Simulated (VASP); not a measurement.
# ZnCd3Te2 (P6/mmm) in VASP: notebook, part 2 of 2

VASP 6.6.1. The steps go on from the part before.

### 3 Single point, PBE

This run uses another cell than the first one, of 34.59 Å³/atom, 1.445 times its volume.

Input file INCAR:

```
ALGO     = Fast           # electronic algorithm
EDIFF    = 1E-6           # SCF threshold, eV
ENCUT    = 520            # plane-wave cutoff, eV
GGA      = PE             # functional
ISIF     = 2              # what is computed and relaxed
ISMEAR   = 0              # smearing method
LASPH    = True           # aspherical terms in the spheres
LCHARG   = False          # write CHGCAR
LREAL    = False          # projectors in reciprocal space
LWAVE    = False          # write WAVECAR
NBANDS   = 39             # bands
NELM     = 100            # most SCF steps
PREC     = Accurate       # precision mode
SIGMA    = 0.1            # smearing width, eV
```

Input file KPOINTS:

```
k-points
0
Gamma
  6 6 10
```

Input file POSCAR:

```
ZnCd3Te2
1.0
    7.5210526268      0.0000000000      0.0000000000
   -3.7605263134      6.5134226381      0.0000000000
    0.0000000000      0.0000000000      4.2369866794
Zn Cd Te
1 3 2
Direct
    0.0000000000      0.0000000000      0.0000000000
    0.5000000000      0.0000000000      0.5000000000
    0.5000000000      0.5000000000      0.5000000000
    0.0000000000      0.5000000000      0.5000000000
    0.3333333333      0.6666666667      0.0000000000
    0.6666666667      0.3333333333      0.0000000000
```

Potentials or basis: VASP PAW PBE potentials, release 64 (Zn, Cd, Te).

On the command line:

```bash
cat potpaw_PBE.64/Zn/POTCAR potpaw_PBE.64/Cd/POTCAR potpaw_PBE.64/Te/POTCAR > POTCAR
mpirun -np 1 vasp_std > vasp.out
```

OUTCAR:

```text
EDIFF = 1E-6
   ENCUT = 520
   GGA = PE
   ISIF = 2
   ISMEAR = 0
   LASPH = True
   LREAL = False
   NELM = 100
   PREC = Accurate

 ion  position               nearest neighbor table
   1  0.000  0.000  0.000-
   2  0.500  0.000  0.500-   5 3.03   6 3.03   5 3.03   6 3.03   3 3.76   4 3.76   3 3.76   4 3.76

   3  0.500  0.500  0.500-   5 3.03   6 3.03   5 3.03   6 3.03   4 3.76   4 3.76   2 3.76   2 3.76

   4  0.000  0.500  0.500-   5 3.03   6 3.03   5 3.03   6 3.03   3 3.76   3 3.76   2 3.76   2 3.76

   5  0.333  0.667  0.000-   4 3.03   4 3.03   2 3.03   2 3.03   3 3.03   3 3.03
   6  0.667  0.333  0.000-   4 3.03   4 3.03   2 3.03   2 3.03   3 3.03   3 3.03

  LATTYP: Found a hexagonal cell.
 ALAT       =     7.5210526268
 C/A-ratio  =     0.5633502237

  Lattice vectors:

 A1 = (   7.5210526268,   0.0000000000,   0.0000000000)
 A2 = (  -3.7605263134,   6.5134226381,   0.0000000000)
 A3 = (   0.0000000000,   0.0000000000,   4.2369866794)

Analysis of symmetry for initial positions (statically):
[... 178 lines left out ...]
  ---------------------------------------------------
  free energy    TOTEN  =        -9.08452000 eV

  energy without entropy =       -9.08151121  energy(sigma->0) =       -9.08301560

 E-fermi :   2.0063     XC(G=0):  -8.4697

 val. band max:        1.9231922404   @ k =   0.0000   0.0000   0.1000
 cond. band min:       2.0163272721   @ k =   0.1667  -0.0000   0.3000
 fundamental gap:      0.0931350317
 Fermi energy:         2.0062577574

 k-point     1 :       0.0000    0.0000    0.0000
  band No.  band energies     occupation
      1      -9.9537      2.00000
      2      -9.1818      2.00000
      3      -6.9448      2.00000
      4      -6.7935      2.00000
      5      -6.7719      2.00000
      6      -6.7719      2.00000
[... 997 lines left out ...]
     38       6.7269      0.00000
     39       6.7339      0.00000

 [... further k-points ...]
[... 5 lines left out ...]
  --------------------------------------------------------------------------------------
  -------------------------------------------------------------------------------------
  Total        0.1013191      0.1013191      0.1883781      0.0000000      0.0000000      0.0000000
  in kB        0.7820906      0.7820906      1.4541055      0.0000000      0.0000000      0.0000000
  external PRESSURE =       1.0060956 kB  Pullay stress =       0.0000000 kB

 VOLUME and BASIS-vectors are now :
 -----------------------------------------------------------------------------
  energy-cutoff  :      520.00
  volume of cell :      207.56
      direct lattice vectors                 reciprocal lattice vectors
     7.521052627  0.000000000  0.000000000     0.132960112  0.076764556  0.000000000
    -3.760526313  6.513422638  0.000000000     0.000000000  0.153529113  0.000000000
     0.000000000  0.000000000  4.236986679     0.000000000  0.000000000  0.236016791

 POSITION                                       TOTAL-FORCE (eV/Angst)
 -----------------------------------------------------------------------------------
      0.00000      0.00000      0.00000        -0.000000      0.000000     -0.000000
      3.76053      0.00000      2.11849        -0.000000      0.000000     -0.000000
      1.88026      3.25671      2.11849        -0.000000      0.000000     -0.000000
     -1.88026      3.25671      2.11849        -0.000000      0.000000     -0.000000
     -0.00000      4.34228      0.00000        -0.000000      0.000000      0.000000
      3.76053      2.17114      0.00000         0.000000     -0.000000     -0.000000
 -----------------------------------------------------------------------------------
    total drift:                               -0.000000      0.000000     -0.000000

  FREE ENERGIE OF THE ION-ELECTRON SYSTEM (eV)
  ---------------------------------------------------
  free  energy   TOTEN  =        -9.0845199981 eV

  energy  without entropy=       -9.0815112066  energy(sigma->0) =       -9.08301560
```

stdout:

```text
POSCAR found type information on POSCAR ZnCdTe
 POSCAR found :  3 types and       6 ions
 scaLAPACK will be used
 LDA part: xc-table for (Slater+PW92), standard interpolation
 POSCAR, INCAR and KPOINTS ok, starting setup
 FFT: planning ... GRIDC
 FFT: planning ... GRID_SOFT
 FFT: planning ... GRID
 WAVECAR not read
 entering main loop
```

It took 2 min on 1 thread of Intel Xeon 6975P-C (Granite Rapids), shared host; peak memory 0.51 GiB.

What came out:

- Free energy: -9.0845 eV
- Pressure: 0.1 GPa
- Band gap on the k mesh: zero (band 30 reaches 3.00 eV, above the bottom of band 31 at 0.84 eV)

Levels at points of the mesh, in eV from the Fermi level:
```tsv
k point	band 27	band 28	band 29	band 30	band 31	band 32	band 33	band 34
(0.00, 0.00, 0.00)	-2.72	-2.25	-0.81	-0.52	1.49	1.49	2.19	3.01
(0.50, 0.00, 0.00)	-2.08	-1.76	-1.20	-0.15	0.49	1.18	2.73	2.87
(0.00, 0.00, 0.50)	-1.84	-1.53	-1.53	-1.17	-1.17	1.14	1.14	1.24
(0.50, 0.00, 0.50)	-1.80	-1.76	-1.31	-0.98	-0.91	1.05	1.57	2.84
```

Caveat: spin-orbit coupling is left out, which moves the levels of the heavy elements.
